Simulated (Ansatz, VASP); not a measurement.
Two plane-wave programs on Cu3N

The input POSCAR:

```
Cu3N
1.0
    3.7233687025      0.0000000000      0.0000000000
    0.0000000000      3.7233687025      0.0000000000
    0.0000000000      0.0000000000      3.7233687025
Cu N
3 1
Direct
    0.5000000000      0.0000000000      0.0000000000
    0.0000000000      0.5000000000      0.0000000000
    0.0000000000      0.0000000000      0.5000000000
    0.0000000000      0.0000000000      0.0000000000
```

Contents of INCAR.step1:

```
PREC = Accurate
ENCUT = 660
ISMEAR = 0
SIGMA = 0.05
LREAL = False
LASPH = True
NELM = 120
NBANDS = 27
GGA = PE
ALGO = Normal
EDIFF = 1E-5
LWAVE = True
LCHARG = False
GGA_COMPAT = False
```

INCAR.step2

```
PREC = Accurate
ENCUT = 660
EDIFF = 1E-6
ISMEAR = 0
SIGMA = 0.05
LREAL = False
LASPH = True
NELM = 120
ALGO = Normal
ISIF = 2
LWAVE = False
LCHARG = False
METAGGA = R2SCAN
LMIXTAU = True
IVDW = 13
VDW_S6 = 1.0
VDW_S8 = 0.6018749
VDW_A1 = 0.51559235
VDW_A2 = 5.77342911
NBANDS = 27
ISTART = 1
GGA_COMPAT = False
```

KPOINTS

```
Automatic mesh
0
Gamma
  8 8 8
```

Input for Ansatz:

```yaml
crystal:
  lattice:
    - [3.7233687025, 0.0, 0.0]
    - [0.0, 3.7233687025, 0.0]
    - [0.0, 0.0, 3.7233687025]
  atoms:
    - { symbol: Cu, position: [0.5, 0.0, 0.0] }
    - { symbol: Cu, position: [0.0, 0.5, 0.0] }
    - { symbol: Cu, position: [0.0, 0.0, 0.5] }
    - { symbol: "N", position: [0.0, 0.0, 0.0] }
basis:
  ecutwfc: 500
  ecutrho_ratio: 4
kpoints:
  mp_grid: { grid: [8, 8, 8] }
hamiltonian:
  xc: r2scan
  dispersion: d4
scf:
  occupations: { method: gaussian, width: 0.05 }
output:
  forces: true
  stress: true
  eigenvalues: true
```

Alike in both runs: task single point; functional r2SCAN; dispersion D4; k mesh 8 × 8 × 8; occupations gaussian, width 0.05 eV; no spin polarisation.

|  | VASP | Ansatz |
| --- | --- | --- |
| version | VASP 6.6.1 | Ansatz 0.2.0 |
| potentials or method | VASP PAW PBE potentials, release 64 (Cu, N), cutoff 660 eV | scalar-relativistic, plane waves, PAW |
| valence electrons in the cell | 38 | 62 |

VASP gave:

- gap on the k mesh at the Fermi level (eV): 0.07
- least direct gap on the mesh (eV): 0.67
- pressure (GPa): 6.9

What did Ansatz give for the same quantities?

gap on the k mesh at the Fermi level (eV): 0.05; least direct gap on the mesh (eV): 0.65; pressure (GPa): 6.0.

VASP's potentials were made for PBE, not for r2SCAN. VASP's potentials hold 38 valence electrons a cell and Ansatz's 62, so a difference there can come from the potentials and not from the codes.
